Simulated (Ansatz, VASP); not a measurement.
**Br in VASP and in Ansatz**

```
Br
1.0
     4.59138   -2.78358   -0.04574
     4.59138    2.78358   -0.04574
    -2.68293    0.00000   11.97881
Br
4
Direct
  0.99870 0.99870 0.10794
  0.00130 0.00130 0.89206
  0.47119 0.47119 0.59313
  0.52881 0.52881 0.40687
```

Alike in both runs: task single point; functional PBEsol; k mesh 6 × 6 × 4; occupations gaussian, width 0.02 eV; no spin polarisation.

```csv
,VASP,Ansatz
version,VASP 6.6.1,Ansatz 0.2.0
potentials or method,"VASP PAW PBE potentials, release 64 (Br), cutoff 520 eV","scalar-relativistic, plane waves, PAW"
valence electrons in the cell,28,28
```

Ansatz gave:

| Quantity | Value |
| --- | --- |
| gap on the k mesh at the Fermi level (eV) | 0.78 |
| least direct gap on the mesh (eV) | 0.78 |
| pressure (GPa) | -2.1 |
| traceless stress, the component that is largest in VASP (GPa) | -3.47 |
| rms of the force components (eV/Å) | 1.259 |

Which values does VASP return?

gap on the k mesh at the Fermi level (eV): 0.79; least direct gap on the mesh (eV): 0.79; pressure (GPa): -2.1; traceless stress, the component that is largest in VASP (GPa): -3.46; rms of the force components (eV/Å): 1.254.

VASP's potentials were made for PBE, not for PBEsol. Atom by atom the forces differ by 0.006 eV/Å (rms over components). With one functional, cell and mesh, what is left measures potentials, basis and numerics.
